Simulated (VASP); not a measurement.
Write the native input for VASP 6.6.1 that does the following.

| Property | Result |
| --- | --- |
| Task | density of states |
| Functional | LDA |
| Potentials or basis | VASP PAW LDA potentials, release 64 (Al, Nb_sv) |
| Cutoff | 520 eV |
| k mesh | 12 × 12 × 12 |
| Occupations | fermi-dirac, width 0.05 eV |
| Spin | no spin polarisation |
| Dipole correction | no |
| k mesh for the DOS | 18 × 18 × 18 |
| Occupations for the DOS | tetrahedron |
| Further INCAR settings | ALGO = Normal; EDIFF = 1e-06 |

Crystal: NbAl3.

```xyz
4
Lattice="-1.9170 1.9170 4.2925 1.9170 -1.9170 4.2925 1.9170 1.9170 -4.2925" Properties=species:S:1:pos:R:3 pbc="T T T"
Al    0.0000    0.0000    4.2925
Al    0.0000    1.9170    2.1462
Al    1.9170    0.0000    2.1462
Nb    0.0000    0.0000    0.0000
```

The input as run:

POSCAR

```
NbAl3
1.0
   -1.9169829227      1.9169829227      4.2924503537
    1.9169829227     -1.9169829227      4.2924503537
    1.9169829227      1.9169829227     -4.2924503537
Al Nb
3 1
Direct
    0.5000000000      0.5000000000      0.0000000000
    0.7500000000      0.2500000000      0.5000000000
    0.2500000000      0.7500000000      0.5000000000
    0.0000000000      0.0000000000      0.0000000000
```

INCAR.step1

```
  PREC = Accurate
  ENCUT = 520
  EDIFF = 1E-6
  ISMEAR = -1
  SIGMA = 0.05
  LREAL = F
  LASPH = T
  NELM = 80
  ALGO = Normal
  ISIF = 2
  LWAVE = F
  LCHARG = T
  LMAXMIX = 4
  GGA = CA
  NBANDS = 19
```

KPOINTS.step1

```
Automatic mesh
0
Gamma
  12 12 12
```

INCAR.step2

```
  PREC = Accurate
  ENCUT = 520
  EDIFF = 1E-6
  ISMEAR = -5
  SIGMA = 0.05
  LREAL = F
  LASPH = T
  NELM = 80
  ALGO = Normal
  ISIF = 2
  LWAVE = F
  LCHARG = F
  LMAXMIX = 4
  GGA = CA
  LORBIT = 11
  NEDOS = 1001
  ICHARG = 11
```

KPOINTS.step2

```
Automatic mesh
0
Gamma
  18 18 18
```

Potentials or basis: VASP PAW LDA potentials, release 64 (Al, Nb_sv).

Command:

```console
$ cat potpaw_LDA.64/Al/POTCAR potpaw_LDA.64/Nb_sv/POTCAR > POTCAR
$ cp INCAR.step1 INCAR
$ cp KPOINTS.step1 KPOINTS
$ mpirun -np 1 vasp_std > vasp.out
$ cp INCAR.step2 INCAR
$ cp KPOINTS.step2 KPOINTS
$ mpirun -np 1 vasp_std > vasp.out
```

It gave:

| Item | Value |
| --- | --- |
| Valence electrons inside the program's atomic spheres | Al 0.84, 0.82; Nb 10.80 |

It took 16 min on 1 thread of Intel Xeon 8259CL, on a shared host, peak memory 0.55 GiB.
